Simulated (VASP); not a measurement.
# Cu (Fd-3m) in VASP: notebook

Cu is run at these levels: PBE; tasks: single point.

All numbers are computed with VASP 6.6.1; they aren't measurements. Logs are shortened: lines on timing, memory, paths and dates and some standing lists are left out, and cuts for length are marked.

### Step 1. The cell of the first run

Symmetry: Fd-3m, No. 227, cubic system. Conventional cell: a = 4.678 Å, b = 4.678 Å, c = 4.678 Å, α = 90.00°, β = 90.00°, γ = 90.00°. Within 2.7 Å of Cu (site symmetry -43m) lie 4 Cu at 2.03 Å.

### Step 2. Single point, PBE

The input, INCAR:

```
  PREC = Accurate
  ENCUT = 520
  EDIFF = 1E-6
  ISMEAR = -1
  SIGMA = 0.05
  LREAL = False
  LASPH = True
  NELM = 80
  ALGO = Normal
  ISIF = 2
  LWAVE = False
  LCHARG = True
  GGA = PE
  LELF = True
  LVHAR = True
  NBANDS = 18
```

The input, KPOINTS:

```
Automatic mesh
0
Gamma
  15 15 15
```

The input, POSCAR:

```
Cu
1.0
    0.0000000000      2.3387998363      2.3387998363
    2.3387998363      0.0000000000      2.3387998363
    2.3387998363      2.3387998363      0.0000000000
Cu
2
Direct
   -0.1250000000     -0.1250000000     -0.1250000000
    0.1250000000      0.1250000000      0.1250000000
```

Potentials or basis: VASP PAW PBE potentials, release 64 (Cu).

Run with:

```sh
$ cat potpaw_PBE.64/Cu/POTCAR > POTCAR
$ mpirun -np 1 vasp_std > vasp.out
```

OUTCAR:

```text
PREC = Accurate
   ENCUT = 520
   EDIFF = 1E-6
   ISMEAR = -1
   LREAL = False
   LASPH = True
   NELM = 80
   ISIF = 2
   GGA = PE

 ion  position               nearest neighbor table
   1  0.875  0.875  0.875-   2 2.03   2 2.03   2 2.03   2 2.03
   2  0.125  0.125  0.125-   1 2.03   1 2.03   1 2.03   1 2.03

  LATTYP: Found a face centered cubic cell.
 ALAT       =     4.6775996726

  Lattice vectors:

 A1 = (   0.0000000000,   2.3387998363,   2.3387998363)
 A2 = (   2.3387998363,   0.0000000000,   2.3387998363)
 A3 = (   2.3387998363,   2.3387998363,   0.0000000000)

Analysis of symmetry for initial positions (statically):
=====================================================================
 Subroutine PRICEL returns:
 Original cell was already a primitive cell.

 Routine SETGRP: Setting up the symmetry group for a
 face centered cubic supercell.

 Subroutine GETGRP returns: Found 48 space group operations
 (whereof 12 operations were pure point group operations)
 out of a pool of 48 trial point group operations.

The static configuration has the point symmetry D_3d.
 The point group associated with its full space group is O_h .

Analysis of symmetry for dynamics (positions and initial velocities):
=====================================================================
 Subroutine PRICEL returns:
 Original cell was already a primitive cell.

 Routine SETGRP: Setting up the symmetry group for a
 face centered cubic supercell.

 Subroutine GETGRP returns: Found 48 space group operations
 (whereof 12 operations were pure point group operations)
 out of a pool of 48 trial point group operations.

The dynamic configuration has the point symmetry D_3d.
 The point group associated with its full space group is O_h .

 Subroutine INISYM returns: Found 48 space group operations
 (whereof 12 operations are pure point group operations),
 and found     1 'primitive' translations

----------------------------------------------------------------------------------------

                                     Primitive cell

  volume of cell :      25.5864

  direct lattice vectors                    reciprocal lattice vectors
     0.000000000  2.338799836  2.338799836    -0.213784862  0.213784862  0.213784862
     2.338799836  0.000000000  2.338799836     0.213784862 -0.213784862  0.213784862
     2.338799836  2.338799836  0.000000000     0.213784862  0.213784862 -0.213784862

  length of vectors
     3.307562448  3.307562448  3.307562448     0.370286243  0.370286243  0.370286243

  position of ions in fractional coordinates (direct lattice)
[... 79 lines left out ...]
   EDIFF  = 0.1E-05   stopping-criterion for ELM
   LREAL  =      F    real-space projection
   EDIFFG = 0.1E-04   stopping-criterion for IOM
   NSW    =      0    number of steps for IOM
   IBRION =     -1    ionic relax: 0-MD 1-quasi-New 2-CG
   NFREE  =      0    steps in history (QN), initial steepest desc. (CG)
   ISIF   =      2    stress and relaxation
   ISYM   =      2    0-nonsym 1-usesym 2-fastsym
   POTIM  = 0.5000    time-step for ionic-motion
   TEBEG  =    0.0;   TEEND  =   0.0 temperature during run
   PSTRESS=    0.0 pullay stress
   NELECT =      22.0000    total number of electrons
   NUPDOWN=      -1.0000    fix difference up-down
   EMIN   =  10.00;   EMAX   =-10.00  energy-range for DOS
   EFERMI =   0.00;   METHOD = LEGACY
   ISMEAR =    -1;   SIGMA  =   0.05  broadening in eV -4-tet -1-fermi 0-gaus
   EFERMI_NEDOS =   21; number of points for ismear=-14 and -15
   IALGO  =     38    algorithm
   IMIX   =      4    mixing-type and parameters
     AMIX     =   0.40;   BMIX     =  1.00
     AMIX_MAG =   1.60;   BMIX_MAG =  1.00
  volume/ion in A,a.u.               =      12.79        86.33
  Fermi-wavevector in a.u.,A,eV,Ry     =   1.556728  2.941789 32.972377  2.423401
  Thomas-Fermi vector in A             =   2.660481
   LORBIT       =      0    0 simple, 1 ext, 2 COOP (PROOUT), +10 PAW based schemes
   GGA     = PE    functional components
   LHFCALC =     F    Hartree Fock is set to
   AEXX    =    0.0000 exact exchange contribution
   IVDW    =     0    specifies the selected vdW correction
   LEPSILON=     F    determine dielectric tensor
   LRPA    =     F    only Hartree local field effects (RPA)
 non-spin polarized calculation
  energy-cutoff  :      520.00
  volume of cell :       25.59
 maximum number of plane-waves:       701
 NGX is ok and might be reduce to    28
   NGX = 13   NGY = 13   NGZ = 13

 number of electron      21.9999993 magnetization

 Free energy of the ion-electron system (eV)
  ---------------------------------------------------
  ext. energy  EPLUGINS =         0.00000000
  ---------------------------------------------------
  free energy    TOTEN  =        -3.77027198 eV

  energy without entropy =       -3.76470538  energy(sigma->0) =       -3.76748868

 E-fermi :   6.8798     XC(G=0): -11.9809

 val. band max:        6.8495276869   @ k =  -0.4667   0.2000   0.0000
 cond. band min:       6.9270560953   @ k =  -0.4000   0.2667   0.0000
 fundamental gap:      0.0775284084
 Fermi energy:         6.8797783360

 k-point     1 :       0.0000    0.0000    0.0000
  band No.  band energies     occupation
      1      -1.9752      2.00000
      2       2.1124      2.00000
      3       2.1124      2.00000
      4       2.2175      2.00000
      5       2.2175      2.00000
      6       2.2175      2.00000
[... 481 lines left out ...]
      5       2.3831      2.00000
      6       2.7167      2.00000
[... 10 lines left out ...]
     17      24.5272      0.00000
     18      25.1484      0.00000

 [... further k-points ...]

------------------------ aborting loop because EDIFF is reached ----------------------------------------

  FORCE on cell =-STRESS in cart. coord.  units (eV):
  Direction    XX          YY          ZZ          XY          YZ          ZX
  --------------------------------------------------------------------------------------
  -------------------------------------------------------------------------------------
  Total        9.6148158      9.6148158      9.6148158     -0.0000000     -0.0000000      0.0000000
  in kB      602.0636282    602.0636282    602.0636282     -0.0000000     -0.0000000      0.0000000
  external PRESSURE =     602.0636282 kB  Pullay stress =       0.0000000 kB

 VOLUME and BASIS-vectors are now :
 -----------------------------------------------------------------------------
  energy-cutoff  :      520.00
  volume of cell :       25.59
      direct lattice vectors                 reciprocal lattice vectors
     0.000000000  2.338799836  2.338799836    -0.213784862  0.213784862  0.213784862
     2.338799836  0.000000000  2.338799836     0.213784862 -0.213784862  0.213784862
     2.338799836  2.338799836  0.000000000     0.213784862  0.213784862 -0.213784862

 POSITION                                       TOTAL-FORCE (eV/Angst)
 -----------------------------------------------------------------------------------
      4.09290      4.09290      4.09290         0.000000      0.000000      0.000000
      0.58470      0.58470      0.58470        -0.000000     -0.000000     -0.000000
 -----------------------------------------------------------------------------------
    total drift:                                0.000000     -0.000000     -0.000000

  FREE ENERGIE OF THE ION-ELECTRON SYSTEM (eV)
  ---------------------------------------------------
  free  energy   TOTEN  =        -3.7702719829 eV

  energy  without entropy=       -3.7647053820  energy(sigma->0) =       -3.76748868
```

OSZICAR:

```text
N       E                     dE             d eps       ncg     rms          rms(c)
DAV:   1     0.128647700888E+03    0.12865E+03   -0.10445E+04  4632   0.213E+03
DAV:   2     0.157381345044E+01   -0.12707E+03   -0.12057E+03  4328   0.287E+02
DAV:   3    -0.493999314953E+01   -0.65138E+01   -0.63709E+01  4736   0.890E+01
DAV:   4    -0.502512849128E+01   -0.85135E-01   -0.85085E-01  5054   0.109E+01
DAV:   5    -0.502668028507E+01   -0.15518E-02   -0.15517E-02  5276   0.134E+00    0.966E+00
DAV:   6    -0.427951039848E+01    0.74717E+00   -0.92436E+00  5252   0.783E+01    0.395E+00
DAV:   7    -0.379922149470E+01    0.48029E+00   -0.18181E+00  5166   0.339E+01    0.106E+00
DAV:   8    -0.377421943838E+01    0.25002E-01   -0.26058E-02  4794   0.183E+00    0.539E-01
DAV:   9    -0.377046181108E+01    0.37576E-02   -0.14245E-02  5520   0.299E+00    0.125E-01
DAV:  10    -0.377027906877E+01    0.18274E-03   -0.82981E-04  6518   0.573E-01    0.200E-02
DAV:  11    -0.377027258282E+01    0.64859E-05   -0.20089E-05  6732   0.746E-02    0.420E-03
DAV:  12    -0.377027136699E+01    0.12158E-05   -0.91931E-07  2710   0.229E-02    0.243E-03
DAV:  13    -0.377027198287E+01   -0.61588E-06   -0.32666E-07  2542   0.141E-02
   1 F= -.37702720E+01 E0= -.37674887E+01  d E =-.556660E-02
```

Run time: 38 s. Hardware: 1 thread of Intel Xeon Platinum 8488C (Sapphire Rapids), shared host; peak memory 0.17 GiB.

What came out:

| Item | Value |
| --- | --- |
| Free energy | -3.7703 eV |
| Pressure | 60.2 GPa |
| Band gap on the k mesh | zero (band 11 reaches 7.56 eV, above the bottom of band 12 at 6.64 eV) |

Levels at points of the mesh, in eV from the Fermi level:
| k point | band 8 | band 9 | band 10 | band 11 | band 12 | band 13 | band 14 | band 15 |
| --- | --- | --- | --- | --- | --- | --- | --- | --- |
| (0.00, 0.00, 0.00) | -2.85 | -2.85 | -1.61 | -1.61 | 12.98 | 12.98 | 12.98 | 13.38 |

### Step 3. Single point, PBE

The input, INCAR:

```
SYSTEM = Cu
PREC = Accurate
ENCUT = 520
EDIFF = 1E-7
ISMEAR = -1
SIGMA = 0.05
LREAL = .FALSE.
LASPH = .TRUE.
NELM = 60
ALGO = Normal
ISIF = 2
LWAVE = .FALSE.
LCHARG = .FALSE.
GGA = PE
NBANDS = 18
```

The input, KPOINTS:

```
regular mesh
0
G
  15 15 15
  0 0 0
```

The input, POSCAR:

```
Cu
1.0
    0.0000000000      2.3393647962      2.3393647962
    2.3393647962      0.0000000000      2.3393647962
    2.3393647962      2.3393647962      0.0000000000
Cu
2
Direct
   -0.1250000000     -0.1250000000     -0.1250000000
    0.1250000000      0.1250000000      0.1250000000
```

Potentials or basis: VASP PAW PBE potentials, release 64 (Cu).

Run with:

```sh
$ cat potpaw_PBE.64/Cu/POTCAR > POTCAR
$ mpirun -np 1 vasp_std > vasp.out
```

OUTCAR:

```text
SYSTEM = Cu
   PREC = Accurate
   ENCUT = 520
   EDIFF = 1E-7
   ISMEAR = -1
   LREAL = .FALSE.
   LASPH = .TRUE.
   NELM = 60
   ISIF = 2
   GGA = PE

 ion  position               nearest neighbor table
   1  0.875  0.875  0.875-   2 2.03   2 2.03   2 2.03   2 2.03
   2  0.125  0.125  0.125-   1 2.03   1 2.03   1 2.03   1 2.03

  LATTYP: Found a face centered cubic cell.
 ALAT       =     4.6787295924

  Lattice vectors:

 A1 = (   0.0000000000,   2.3393647962,   2.3393647962)
 A2 = (   2.3393647962,   0.0000000000,   2.3393647962)
 A3 = (   2.3393647962,   2.3393647962,   0.0000000000)

Analysis of symmetry for initial positions (statically):
=====================================================================
 Subroutine PRICEL returns:
 Original cell was already a primitive cell.

 Routine SETGRP: Setting up the symmetry group for a
 face centered cubic supercell.

 Subroutine GETGRP returns: Found 48 space group operations
 (whereof 12 operations were pure point group operations)
 out of a pool of 48 trial point group operations.

[... 155 lines left out ...]

 Free energy of the ion-electron system (eV)
  ---------------------------------------------------
  ext. energy  EPLUGINS =         0.00000000
  ---------------------------------------------------
  free energy    TOTEN  =        -3.77723457 eV

  energy without entropy =       -3.77167032  energy(sigma->0) =       -3.77445244

 E-fermi :   6.8705     XC(G=0): -11.9768

 val. band max:        6.8401404230   @ k =  -0.4667   0.2000   0.0000
 cond. band min:       6.9177067087   @ k =  -0.4000   0.2667   0.0000
 fundamental gap:      0.0775662858
 Fermi energy:         6.8705216965

 k-point     1 :       0.0000    0.0000    0.0000
  band No.  band energies     occupation
      1      -1.9789      2.00000
      2       2.1075      2.00000
      3       2.1075      2.00000
      4       2.2121      2.00000
      5       2.2121      2.00000
      6       2.2121      2.00000
[... 481 lines left out ...]
      5       2.3777      2.00000
      6       2.7109      2.00000
[... 10 lines left out ...]
     17      24.5102      0.00000
     18      25.1299      0.00000

 [... further k-points ...]
[... 5 lines left out ...]
  --------------------------------------------------------------------------------------
  -------------------------------------------------------------------------------------
  Total        9.5814350      9.5814350      9.5814350      0.0000000     -0.0000000     -0.0000000
  in kB      599.5387996    599.5387996    599.5387996      0.0000000     -0.0000000     -0.0000000
  external PRESSURE =     599.5387996 kB  Pullay stress =       0.0000000 kB

 VOLUME and BASIS-vectors are now :
 -----------------------------------------------------------------------------
  energy-cutoff  :      520.00
  volume of cell :       25.60
      direct lattice vectors                 reciprocal lattice vectors
     0.000000000  2.339364796  2.339364796    -0.213733233  0.213733233  0.213733233
     2.339364796  0.000000000  2.339364796     0.213733233 -0.213733233  0.213733233
     2.339364796  2.339364796  0.000000000     0.213733233  0.213733233 -0.213733233

 POSITION                                       TOTAL-FORCE (eV/Angst)
 -----------------------------------------------------------------------------------
      4.09389      4.09389      4.09389         0.000000      0.000000      0.000000
      0.58484      0.58484      0.58484        -0.000000     -0.000000     -0.000000
 -----------------------------------------------------------------------------------
    total drift:                                0.000000     -0.000000     -0.000000

  FREE ENERGIE OF THE ION-ELECTRON SYSTEM (eV)
  ---------------------------------------------------
  free  energy   TOTEN  =        -3.7772345683 eV

  energy  without entropy=       -3.7716703157  energy(sigma->0) =       -3.77445244
```

stdout:

```text
POSCAR found type information on POSCAR Cu
 POSCAR found :  1 types and       2 ions
 scaLAPACK will be used
 LDA part: xc-table for (Slater+PW92), standard interpolation
 POSCAR, INCAR and KPOINTS ok, starting setup
 FFT: planning ... GRIDC
 FFT: planning ... GRID_SOFT
 FFT: planning ... GRID
 WAVECAR not read
 entering main loop
```

It took 46 s on 1 thread of Intel Xeon Platinum 8488C (Sapphire Rapids), shared host; peak memory 0.18 GiB.

What came out:

```
Free energy            : -3.7772 eV
Pressure               : 60.0 GPa
Band gap on the k mesh : zero (band 11 reaches 7.55 eV, above the bottom of band 12 at 6.63 eV)
```
